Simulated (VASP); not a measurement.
Runs of VASP 6.6.1 on KBr. The structure is that of space group F-43m (No. 216), or close to it. The cells are those of the table. 

```csv
level,cell,grid for exact exchange (PRECFOCK),share of exact exchange,screening parameter,gap on the mesh (eV),pressure (GPa)
PBE,"a = 5.112 Å, angles 60.0°, 2 atoms",-,-,-,4.39,1.0
HSE06,"a = 5.216 Å, angles 60.0°, 2 atoms",Normal,0.25,0.2079 1/Å,5.39,0.2
HSE06,"a = 5.112 Å, angles 60.0°, 2 atoms",Normal,0.25,0.2079 1/Å,(a),0.9
PBE,"a = 5.216 Å, angles 60.0°, 2 atoms",-,-,-,4.28,0.3
HSE06,"a = 5.425 Å, angles 60.0°, 2 atoms",Normal,0.25,0.2079 1/Å,5.17,(b)
```

Alike in all rows: task single point; potentials or basis VASP PAW PBE potentials, release 64 (K_sv, Br); no spin polarisation; k mesh 4 × 4 × 4; cutoff (eV) 520; smearing gaussian 0.01 eV.

Question: Fill in the values left out.

Answer: (a) 5.51; (b) -0.8.

Caveats: the PAW data sets were made with another functional, which shifts forces and pressure a little (at least some runs).

A k mesh can miss the band edges, and the runs leave out spin-orbit coupling on Br.
